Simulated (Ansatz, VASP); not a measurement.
# Ba3Al in VASP and in Ansatz

INCAR

```
SYSTEM = Ba3Al
PREC = Accurate
ENCUT = 500
EDIFF = 1E-6
ISMEAR = -1
SIGMA = 0.05
LREAL = .FALSE.
LASPH = .TRUE.
NELM = 120
ALGO = Normal
ISIF = 2
LWAVE = .FALSE.
LCHARG = .FALSE.
GGA = PS
NBANDS = 24
GGA_COMPAT = .FALSE.
```

The input KPOINTS:

```
regular mesh
0
G
  7 7 7
  0 0 0
```

POSCAR

```
Ba3Al
1.0
    5.4435703500      0.0000000000      0.0000000000
    0.0000000000      5.4435703500      0.0000000000
    0.0000000000      0.0000000000      5.4435703500
Al Ba
1 3
Direct
    0.0000000000      0.0000000000      0.0000000000
    0.0000000000      0.5000000000      0.5000000000
    0.5000000000      0.0000000000      0.5000000000
    0.5000000000      0.5000000000      0.0000000000
```

Input for Ansatz:

```yaml
crystal:
  lattice:
    - [5.44357035, 0.0, 0.0]
    - [0.0, 5.44357035, 0.0]
    - [0.0, 0.0, 5.44357035]
  atoms:
    - { symbol: Al, position: [0.0, 0.0, 0.0] }
    - { symbol: Ba, position: [0.0, 0.5, 0.5] }
    - { symbol: Ba, position: [0.5, 0.0, 0.5] }
    - { symbol: Ba, position: [0.5, 0.5, 0.0] }
kpoints:
  mp_grid: { grid: [7, 7, 7] }
  band_path:
    path:
      - [0.0, 0.0, 0.0]
      - [0.0, 0.5, 0.0]
      - [0.5, 0.5, 0.0]
      - [0.0, 0.0, 0.0]
      - [0.5, 0.5, 0.5]
      - [0.0, 0.5, 0.0]
      - [0.5, 0.5, 0.5]
      - [0.5, 0.5, 0.0]
    npoints: 14
scf:
  occupations: { method: fermi_dirac, width: 0.05 }
hamiltonian:
  xc: pbesol
  pseudopotentials: { kind: all_electron, lapw: { basis_error: 0.0005 } }
output:
  forces: true
  stress: true
  eigenvalues: true
  populations: true
  dos: { projected: true, de: 0.2, e_range: [-14, 8] }
```

Alike in both runs: task single point; functional PBEsol; k mesh 7 × 7 × 7; occupations fermi-dirac, width 0.05 eV; no spin polarisation.

|  | VASP | Ansatz |
| --- | --- | --- |
| version | VASP 6.6.1 | Ansatz 0.2.0 |
| potentials or method | VASP PAW PBE potentials, release 64 (Al, Ba_sv), cutoff 500 eV | all-electron LAPW, scalar-relativistic |

|  | VASP | Ansatz | Ansatz less VASP |
| --- | --- | --- | --- |
| pressure (GPa) | 0.3 | 0.0 | -0.32 |

VASP's potentials were made for PBE, not for PBEsol. Ansatz ran all-electron here, and VASP with PAW potentials.

Neither program's run includes spin-orbit coupling.
